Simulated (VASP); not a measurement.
# TiSi2 (Immm) in VASP: a series of runs

Runs on TiSi2. Level: PBEsol. Tasks: single point.

Everything below comes from runs of VASP 6.6.1. Logs are shortened: lines on timing, memory, paths and dates and some standing lists are left out, and cuts for length are marked.

## (1) The cell of the first run

Symmetry: Immm, No. 71, orthorhombic system. The conventional cell has a = 3.081 Å, b = 3.558 Å, c = 8.335 Å, α = 90.00°, β = 90.00°, γ = 90.00°. Within 3.6 Å of Ti (site symmetry mmm) lie 10 Si at 2.75 Å and 4 Ti at 3.08 to 3.56 Å. Si (site symmetry mm2) has 9 Si at 2.71 to 3.56 Å and 5 Ti at 2.75 Å within 3.6 Å.

## (2) Single point, PBEsol (strain +0.050 along x and y, +0.000 along z)

File INCAR:

```
SYSTEM = TiSi2
PREC = Accurate ; ENCUT = 520
EDIFF = 1E-7 ; ISMEAR = 0
SIGMA = 0.15 ; LREAL = .FALSE.
LASPH = .TRUE. ; NELM = 80
ALGO = Normal ; ISIF = 2
LWAVE = .FALSE. ; LCHARG = .TRUE.
GGA = PS ; LELF = .TRUE.
LVHAR = .TRUE. ; NBANDS = 17
```

File KPOINTS:

```
Automatic mesh
0
G
  22 22 22
  0 0 0
```

File POSCAR:

```
TiSi2
1.0
   -1.5403886156      1.7790520166      4.1674685307
    1.5403886156     -1.7790520166      4.1674685307
    1.5403886156      1.7790520166     -4.1674685307
Ti Si
1 2
Direct
    0.0000000000      0.0000000000      0.0000000000
    0.3303789149      0.3303789149      0.0000000000
    0.6696210851      0.6696210851      0.0000000000
```

Potentials or basis: VASP PAW PBE potentials, release 64 (Ti_sv, Si).

The run is started by

```
> cat potpaw_PBE.64/Ti_sv/POTCAR potpaw_PBE.64/Si/POTCAR > POTCAR
> mpirun -np 1 vasp_std > vasp.out
```

OUTCAR:

```text
SYSTEM = TiSi2
   PREC = Accurate
   ENCUT = 520
   EDIFF = 1E-7
   ISMEAR = 0
   LREAL = .FALSE.
   LASPH = .TRUE.
   NELM = 80
   ISIF = 2
   GGA = PS

 ion  position               nearest neighbor table
   1  0.000  0.000  0.000-   3 2.75   3 2.75   3 2.75   2 2.75   3 2.75   2 2.75   2 2.75   2 2.75
                             2 2.75   3 2.75
   2  0.330  0.330  0.000-   3 2.71   3 2.71   3 2.71   3 2.71   1 2.75   1 2.75   1 2.75   1 2.75
                             1 2.75   3 2.83
   3  0.670  0.670  0.000-   2 2.71   2 2.71   2 2.71   2 2.71   1 2.75   1 2.75   1 2.75   1 2.75
                             1 2.75   2 2.83

  LATTYP: Found a body centered orthorhombic cell.
 ALAT       =     3.0807772312
 B/A-ratio  =     1.1549371364
 C/A-ratio  =     2.7054656783

  Lattice vectors:

 A1 = (  -1.5403886156,   1.7790520166,   4.1674685307)
 A2 = (   1.5403886156,  -1.7790520166,   4.1674685307)
 A3 = (   1.5403886156,   1.7790520166,  -4.1674685307)

Analysis of symmetry for initial positions (statically):
=====================================================================
 Subroutine PRICEL returns:
 Original cell was already a primitive cell.

 Routine SETGRP: Setting up the symmetry group for a
 body centered orthorhombic supercell.

 Subroutine GETGRP returns: Found  8 space group operations
 (whereof  8 operations were pure point group operations)
 out of a pool of  8 trial point group operations.

The static configuration has the point symmetry D_2h.

Analysis of symmetry for dynamics (positions and initial velocities):
=====================================================================
 Subroutine PRICEL returns:
 Original cell was already a primitive cell.

 Routine SETGRP: Setting up the symmetry group for a
 body centered orthorhombic supercell.

 Subroutine GETGRP returns: Found  8 space group operations
 (whereof  8 operations were pure point group operations)
 out of a pool of  8 trial point group operations.

The dynamic configuration has the point symmetry D_2h.

 Subroutine INISYM returns: Found  8 space group operations
 (whereof  8 operations are pure point group operations),
 and found     1 'primitive' translations

----------------------------------------------------------------------------------------

                                     Primitive cell

  volume of cell :      45.6826

  direct lattice vectors                    reciprocal lattice vectors
    -1.540388616  1.779052017  4.167468531     0.000000000  0.281048556  0.119976911
     1.540388616 -1.779052017  4.167468531     0.324593414  0.000000000  0.119976911
     1.540388616  1.779052017 -4.167468531     0.324593414  0.281048556  0.000000000

  length of vectors
     4.785981312  4.785981312  4.785981312     0.305585912  0.346056850  0.429359028

  position of ions in fractional coordinates (direct lattice)
     0.000000000  0.000000000  0.000000000
     0.330378915  0.330378915  0.000000000
     0.669621085  0.669621085  0.000000000

  ion indices of the primitive-cell ions
   primitive index   ion index
                 1           1
                 2           2
                 3           3

----------------------------------------------------------------------------------------

 KPOINTS: Automatic mesh

Automatic generation of k-mesh.
 Grid dimensions read from file:
 generate k-points for:   22   22   22

 Generating k-lattice:

  Cartesian coordinates                     Fractional coordinates (reciprocal lattice)
     0.000000000  0.012774934  0.005453496     0.045454545  0.000000000 -0.000000000
     0.014754246  0.000000000  0.005453496     0.000000000  0.045454545 -0.000000000
     0.014754246  0.012774934  0.000000000    -0.000000000  0.000000000  0.045454545

  Length of vectors
     0.013890269  0.015729857  0.019516319

  Shift w.r.t. Gamma in fractional coordinates (k-lattice)
     0.000000000  0.000000000  0.000000000

 Subroutine IBZKPT returns following result:
 ===========================================

 Found   1530 irreducible k-points:

 Following reciprocal coordinates:
            Coordinates               Weight
  0.000000  0.000000  0.000000      1.000000
  0.045455 -0.000000  0.000000      4.000000
  0.090909 -0.000000  0.000000      4.000000
  0.136364 -0.000000  0.000000      4.000000
  0.181818  0.000000 -0.000000      4.000000
  0.227273  0.000000  0.000000      4.000000
[... 16 lines left out ...]
  0.454545  0.045455 -0.000000      8.000000
  0.500000  0.045455  0.000000      8.000000
 [... further k-points ...]
   k-points           NKPTS =   1530   k-points in BZ     NKDIM =   1530   number of bands    NBANDS=     17
   number of dos      NEDOS =    301   number of ions     NIONS =      3
   total plane-waves  NPLWV =  46656
   dimension x,y,z NGX =    36 NGY =   36 NGZ =   36
   dimension x,y,z NGXF=    72 NGYF=   72 NGZF=   72
   ions per type =               1   2
   NGX,Y,Z   is equivalent  to a cutoff of  12.50, 12.50, 12.50 a.u.
   NGXF,Y,Z  is equivalent  to a cutoff of  25.01, 25.01, 25.01 a.u.
 SYSTEM =  TiSi2
   PREC   = accura    normal or accurate (medium, high low for compatibility)
   ISTART =      0    job   : 0-new  1-cont  2-samecut
   ICHARG =      2    charge: 1-file 2-atom 10-const
   ISPIN  =      1    spin polarized calculation?
   LNONCOLLINEAR =      F non collinear calculations
   LSORBIT =      F    spin-orbit coupling
   LASPH  =      T    aspherical Exc in radial PAW
   ENCUT  =  520.0 eV  38.22 Ry    6.18 a.u.   8.90  8.90  8.90*2*pi/ulx,y,z
   NELM   =     80;   NELMIN=  2; NELMDL= -5     # of ELM steps
   EDIFF  = 0.1E-06   stopping-criterion for ELM
   LREAL  =      F    real-space projection
   EDIFFG = 0.1E-05   stopping-criterion for IOM
   NSW    =      0    number of steps for IOM
   IBRION =     -1    ionic relax: 0-MD 1-quasi-New 2-CG
   NFREE  =      0    steps in history (QN), initial steepest desc. (CG)
   ISIF   =      2    stress and relaxation
   ISYM   =      2    0-nonsym 1-usesym 2-fastsym
   POTIM  = 0.5000    time-step for ionic-motion
   TEBEG  =    0.0;   TEEND  =   0.0 temperature during run
   PSTRESS=    0.0 pullay stress
   NELECT =      20.0000    total number of electrons
   NUPDOWN=      -1.0000    fix difference up-down
   EMIN   =  10.00;   EMAX   =-10.00  energy-range for DOS
   EFERMI =   0.00;   METHOD = LEGACY
   ISMEAR =     0;   SIGMA  =   0.15  broadening in eV -4-tet -1-fermi 0-gaus
   EFERMI_NEDOS =   21; number of points for ismear=-14 and -15
   IALGO  =     38    algorithm
   IMIX   =      4    mixing-type and parameters
     AMIX     =   0.40;   BMIX     =  1.00
     AMIX_MAG =   1.60;   BMIX_MAG =  1.00
  volume/ion in A,a.u.               =      15.23       102.76
  Fermi-wavevector in a.u.,A,eV,Ry     =   1.243086  2.349091 21.024567  1.545262
  Thomas-Fermi vector in A             =   2.377412
   LORBIT       =      0    0 simple, 1 ext, 2 COOP (PROOUT), +10 PAW based schemes
   GGA     = PS    functional components
   LHFCALC =     F    Hartree Fock is set to
   AEXX    =    0.0000 exact exchange contribution
   IVDW    =     0    specifies the selected vdW correction
   LEPSILON=     F    determine dielectric tensor
   LRPA    =     F    only Hartree local field effects (RPA)
 non-spin polarized calculation
 Gauss-broadening in eV      SIGMA  =   0.15
  energy-cutoff  :      520.00
  volume of cell :       45.68
 maximum number of plane-waves:      1261
   NGX = 17   NGY = 17   NGZ = 17

 number of electron      19.9999999 magnetization

 Free energy of the ion-electron system (eV)
  ---------------------------------------------------
  ext. energy  EPLUGINS =         0.00000000
  ---------------------------------------------------
  free energy    TOTEN  =       -21.15024165 eV

  energy without entropy =      -21.13126727  energy(sigma->0) =      -21.14075446

 E-fermi :   8.9665     XC(G=0): -11.4582

 val. band max:        8.9657352656   @ k =  -0.4091   0.4545   0.3182
 cond. band min:       8.9673672416   @ k =   0.3182   0.0909   0.0455
 fundamental gap:      0.0016319760
 Fermi energy:         8.9665120822

 k-point     1 :       0.0000    0.0000    0.0000
  band No.  band energies     occupation
      1     -47.2011      2.00000
      2     -23.6109      2.00000
      3     -23.5791      2.00000
      4     -23.4247      2.00000
      5      -2.9633      2.00000
      6       4.6960      2.00000
[... 9 lines left out ...]
     16      14.0422      0.00000
     17      14.5361      0.00000

 k-point     2 :       0.0455   -0.0000    0.0000
  band No.  band energies     occupation
      1     -47.2010      2.00000
      2     -23.6121      2.00000
      3     -23.5790      2.00000
      4     -23.4246      2.00000
      5      -2.9351      2.00000
      6       4.6067      2.00000
[... 9 lines left out ...]
     16      13.9878      0.00000
     17      14.3733      0.00000

 k-point     3 :       0.0909   -0.0000    0.0000
  band No.  band energies     occupation
      1     -47.2008      2.00000
      2     -23.6158      2.00000
      3     -23.5788      2.00000
      4     -23.4243      2.00000
      5      -2.8507      2.00000
      6       4.3880      2.00000
[... 9 lines left out ...]
     16      13.8986      0.00000
     17      14.4870      0.00000

 k-point     4 :       0.1364   -0.0000    0.0000
  band No.  band energies     occupation
      1     -47.2005      2.00000
      2     -23.6215      2.00000
      3     -23.5785      2.00000
      4     -23.4239      2.00000
      5      -2.7111      2.00000
      6       4.0907      2.00000
[... 9 lines left out ...]
     16      14.0535      0.00000
     17      14.6818      0.00000

 k-point     5 :       0.1818    0.0000   -0.0000
  band No.  band energies     occupation
      1     -47.2000      2.00000
      2     -23.6289      2.00000
      3     -23.5781      2.00000
      4     -23.4234      2.00000
      5      -2.5174      2.00000
      6       3.7263      2.00000
[... 9 lines left out ...]
     16      14.6360      0.00000
     17      15.0431      0.00000

 k-point     6 :       0.2273    0.0000    0.0000
  band No.  band energies     occupation
      1     -47.1995      2.00000
      2     -23.6373      2.00000
      3     -23.5777      2.00000
      4     -23.4228      2.00000
      5      -2.2716      2.00000
      6       3.2977      2.00000
[... 9 lines left out ...]
     16      15.0042      0.00000
     17      15.7736      0.00000

 k-point     7 :       0.2727   -0.0000    0.0000
  band No.  band energies     occupation
      1     -47.1990      2.00000
      2     -23.6461      2.00000
      3     -23.5772      2.00000
      4     -23.4222      2.00000
      5      -1.9762      2.00000
      6       2.8157      2.00000
[... 9 lines left out ...]
     16      15.2837      0.00000
     17      16.0236      0.00000

 k-point     8 :       0.3182    0.0000   -0.0000
  band No.  band energies     occupation
      1     -47.1985      2.00000
      2     -23.6545      2.00000
      3     -23.5767      2.00000
      4     -23.4216      2.00000
      5      -1.6343      2.00000
      6       2.2984      2.00000
[... 9 lines left out ...]
     16      15.5289      0.00000
     17      15.9373      0.00000
[... 203 lines left out ...]
      1     -47.1985      2.00000
      2     -23.6455      2.00000
      3     -23.5770      2.00000
      4     -23.4267      2.00000
      5      -1.8981      2.00000
      6       2.7179      2.00000
[... 9 lines left out ...]
     16      15.5653      0.00000
     17      15.8632      0.00000

 k-point    20 :       0.3182    0.0455   -0.0000
  band No.  band energies     occupation
      1     -47.1980      2.00000
      2     -23.6539      2.00000
      3     -23.5765      2.00000
      4     -23.4261      2.00000
      5      -1.5518      2.00000
      6       2.2281      2.00000
[... 9 lines left out ...]
     16      15.4499      0.00000
     17      16.0791      0.00000

 k-point    21 :       0.3636    0.0455    0.0000
  band No.  band energies     occupation
      1     -47.1976      2.00000
      2     -23.6612      2.00000
      3     -23.5761      2.00000
      4     -23.4256      2.00000
      5      -1.1643      2.00000
      6       1.7108      2.00000
[... 9 lines left out ...]
     16      15.1812      0.00000
     17      16.2644      0.00000

 k-point    22 :       0.4091    0.0455    0.0000
  band No.  band energies     occupation
      1     -47.1973      2.00000
      2     -23.6669      2.00000
      3     -23.5757      2.00000
      4     -23.4251      2.00000
      5      -0.7422      2.00000
      6       1.1872      2.00000
[... 9 lines left out ...]
     16      14.9005      0.00000
     17      16.2275      0.00000

 k-point    23 :       0.4545    0.0455   -0.0000
  band No.  band energies     occupation
      1     -47.1970      2.00000
      2     -23.6705      2.00000
      3     -23.5754      2.00000
      4     -23.4249      2.00000
      5      -0.3041      2.00000
      6       0.6860      2.00000
[... 9 lines left out ...]
     16      14.6936      0.00000
     17      15.9560      0.00000

 k-point    24 :       0.5000    0.0455    0.0000
  band No.  band energies     occupation
      1     -47.1970      2.00000
      2     -23.6717      2.00000
      3     -23.5752      2.00000
      4     -23.4248      2.00000
      5      -0.0527      2.00000
      6       0.4164      2.00000
[... 9 lines left out ...]
     16      14.6194      0.00000
     17      15.9650      0.00000

 [... further k-points ...]
[... 5 lines left out ...]
  --------------------------------------------------------------------------------------
  -------------------------------------------------------------------------------------
  Total       -3.6412768     -4.0910688     -1.8679937      0.0000000      0.0000000      0.0000000
  in kB     -127.7065033   -143.4815627    -65.5140906      0.0000000      0.0000000      0.0000000
  external PRESSURE =    -112.2340522 kB  Pullay stress =       0.0000000 kB

 VOLUME and BASIS-vectors are now :
 -----------------------------------------------------------------------------
  energy-cutoff  :      520.00
  volume of cell :       45.68
      direct lattice vectors                 reciprocal lattice vectors
    -1.540388616  1.779052017  4.167468531     0.000000000  0.281048556  0.119976911
     1.540388616 -1.779052017  4.167468531     0.324593414  0.000000000  0.119976911
     1.540388616  1.779052017 -4.167468531     0.324593414  0.281048556  0.000000000

 POSITION                                       TOTAL-FORCE (eV/Angst)
 -----------------------------------------------------------------------------------
      0.00000      0.00000      0.00000        -0.000000      0.000000     -0.000000
      0.00000      0.00000      2.75369        -0.000000     -0.000000      0.145735
      0.00000      0.00000      5.58125         0.000000      0.000000     -0.145735
 -----------------------------------------------------------------------------------
    total drift:                                0.000000     -0.000000      0.000000

  FREE ENERGIE OF THE ION-ELECTRON SYSTEM (eV)
  ---------------------------------------------------
  free  energy   TOTEN  =       -21.1502416523 eV

  energy  without entropy=      -21.1312672683  energy(sigma->0) =      -21.14075446
```

Run time: 10 min. Hardware: 1 thread of Intel Xeon 6975P-C (Granite Rapids), shared host; peak memory 1.1 GiB.

What came out:

| Property | Result |
| --- | --- |
| Free energy | -21.1502 eV |
| Pressure | -11.2 GPa |
| Largest force | 0.146 eV/Å |
| Band gap on the k mesh | zero (band 10 reaches 10.06 eV, above the bottom of band 11 at 7.99 eV) |

Forces in eV/Å, atoms in the order of the input:
```
Ti   0.000  0.000  0.000
Si   0.000  0.000  0.146
Si   0.000  0.000 -0.146
```

Levels at points of the mesh, in eV from the Fermi level:
```tsv
k point	band 6	band 7	band 8	band 9	band 10	band 11	band 12	band 13	band 14	band 15
(0.00, 0.00, 0.00)	-4.27	-3.54	-2.05	-0.43	0.46	1.82	2.09	2.77	3.78	4.02
(0.50, 0.00, 0.00)	-8.59	-3.96	-3.33	-0.46	0.65	1.82	2.29	3.47	4.45	4.80
(0.00, 0.50, 0.00)	-7.74	-3.35	-3.04	-1.00	-0.29	0.93	2.51	3.23	3.74	3.97
(0.50, 0.50, 0.00)	-4.82	-4.75	-4.73	-2.73	-0.86	-0.65	2.62	2.88	3.27	3.27
(0.50, 0.50, 0.50)	-8.44	-1.37	-1.13	-0.25	0.59	1.81	1.85	2.16	3.65	4.29
```

Caveat: the cell differs from its parent crystal (strain +0.050 along x and y, +0.000 along z); the PAW data sets were made with another functional, which shifts forces and pressure a little.

## (3) Single point, PBEsol (strain -0.050 along x and y, -0.025 along z)

File INCAR:

```
PREC     = Accurate       # precision mode
ENCUT    = 520            # plane-wave cutoff, eV
EDIFF    = 1E-7           # SCF threshold, eV
ISMEAR   = 0              # smearing method
SIGMA    = 0.15           # smearing width, eV
LREAL    = False          # projectors in reciprocal space
LASPH    = True           # aspherical terms in the spheres
NELM     = 80             # most SCF steps
ALGO     = Normal         # electronic algorithm
ISIF     = 2              # what is computed and relaxed
LWAVE    = False          # write WAVECAR
LCHARG   = False          # write CHGCAR
GGA      = PS             # functional
NBANDS   = 17             # bands
```

File KPOINTS:

```
regular mesh
0
Gamma
  22 22 22
```

File POSCAR:

```
TiSi2
1.0
   -1.3936849380      1.6096184912      4.0632818174
    1.3936849380     -1.6096184912      4.0632818174
    1.3936849380      1.6096184912     -4.0632818174
Ti Si
1 2
Direct
    0.0000000000      0.0000000000      0.0000000000
    0.3303789149      0.3303789149      0.0000000000
    0.6696210851      0.6696210851      0.0000000000
```

Potentials or basis: VASP PAW PBE potentials, release 64 (Ti_sv, Si).

The run is started by

```
> cat potpaw_PBE.64/Ti_sv/POTCAR potpaw_PBE.64/Si/POTCAR > POTCAR
> mpirun -np 1 vasp_std > vasp.out
```

Run time: 23 min. Hardware: 1 thread of Intel Xeon Platinum 8375C at 2.90GHz (Ice Lake), shared host; peak memory 0.96 GiB.

It converged, with:

```
Free energy            : -20.9874 eV
Pressure               : 24.9 GPa
Largest force          : 0.171 eV/Å
Band gap on the k mesh : zero (band 10 reaches 13.60 eV, above the bottom of band 11 at 10.71 eV)
```

Forces in eV/Å, atoms in the order of the input:
```
Ti   0.000  0.000  0.000
Si   0.000  0.000 -0.171
Si   0.000  0.000  0.171
```

Stress tensor (GPa, compression positive):
```
25.28  0.00  0.00
 0.00 27.80  0.00
 0.00  0.00 21.53
```

Levels at points of the mesh, in eV from the Fermi level:
| k point | band 6 | band 7 | band 8 | band 9 | band 10 | band 11 | band 12 | band 13 | band 14 | band 15 |
| --- | --- | --- | --- | --- | --- | --- | --- | --- | --- | --- |
| (0.00, 0.00, 0.00) | -5.46 | -4.24 | -2.25 | -0.92 | 0.99 | 2.42 | 2.93 | 3.91 | 4.42 | 4.78 |
| (0.50, 0.00, 0.00) | -9.87 | -4.69 | -4.14 | -0.91 | 1.17 | 2.40 | 3.24 | 4.20 | 4.20 | 6.46 |
| (0.00, 0.50, 0.00) | -8.61 | -3.86 | -3.79 | -0.98 | -0.65 | 1.08 | 3.37 | 4.03 | 4.41 | 5.47 |
| (0.50, 0.50, 0.00) | -6.05 | -5.57 | -4.41 | -3.23 | -1.76 | -0.53 | 3.31 | 3.44 | 3.61 | 4.34 |
| (0.50, 0.50, 0.50) | -9.50 | -1.62 | -1.06 | -0.61 | 0.50 | 2.32 | 2.99 | 3.12 | 4.02 | 4.67 |

Caveat: the cell differs from its parent crystal (strain -0.050 along x and y, -0.025 along z); the PAW data sets were made with another functional, which shifts forces and pressure a little.
